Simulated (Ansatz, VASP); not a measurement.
# One calculation of Ti, two programs

File INCAR:

```
  ALGO = Fast
  EDIFF = 1E-6
  ENCUT = 520
  GGA = PS
  ISIF = 2
  ISMEAR = 0
  LASPH = True
  LCHARG = False
  LREAL = False
  LWAVE = False
  NBANDS = 12
  NELM = 100
  PREC = Accurate
  SIGMA = 0.15
```

The input KPOINTS:

```
k-points
0
Gamma
  20 20 20
```

File POSCAR:

```
Ti
1.0
    0.0000000000      2.0807500000      2.1315000000
    2.0807500000      0.0000000000      2.1315000000
    2.0807500000      2.0807500000      0.0000000000
Ti
1
Direct
    0.0000000000      0.0000000000      0.0000000000
```

Input for Ansatz:

```yaml
crystal:
  lattice:
    - [0.0, 2.08075, 2.1315]
    - [2.08075, 0.0, 2.1315]
    - [2.08075, 2.08075, 0.0]
  atoms:
    - { symbol: Ti, position: [0.0, 0.0, 0.0] }
basis:
  ecutwfc: 420
kpoints:
  mp_grid: { grid: [20, 20, 20] }
hamiltonian:
  xc: pbesol
scf:
  occupations: { method: gaussian, width: 0.15 }
output:
  forces: true
  stress: true
  eigenvalues: true
```

Change from the starting cell: strain +0.025 along x and y, +0.050 along z, atoms carried along.

Alike in both runs: task single point; functional PBEsol; k mesh 20 × 20 × 20; occupations gaussian, width 0.15 eV; no spin polarisation.

```csv
,VASP,Ansatz
version,VASP 6.6.1,Ansatz 0.2.0
potentials or method,"VASP PAW PBE potentials, release 64 (Ti_sv), cutoff 520 eV","scalar-relativistic, plane waves, PAW"
valence electrons in the cell,12,12
```

VASP gave:

| Item | Value |
| --- | --- |
| gap on the k mesh at the Fermi level (eV) | none |
| pressure (GPa) | -9.8 |
| traceless stress, the component that is largest in VASP (GPa) | -0.54 |

Problem. Which values does Ansatz return?

Solution. gap on the k mesh at the Fermi level (eV): none; pressure (GPa): -9.7; traceless stress, the component that is largest in VASP (GPa): -0.54.

VASP's potentials were made for PBE, not for PBEsol. A gap of «none» marks a metal or a gap that the smearing closes.
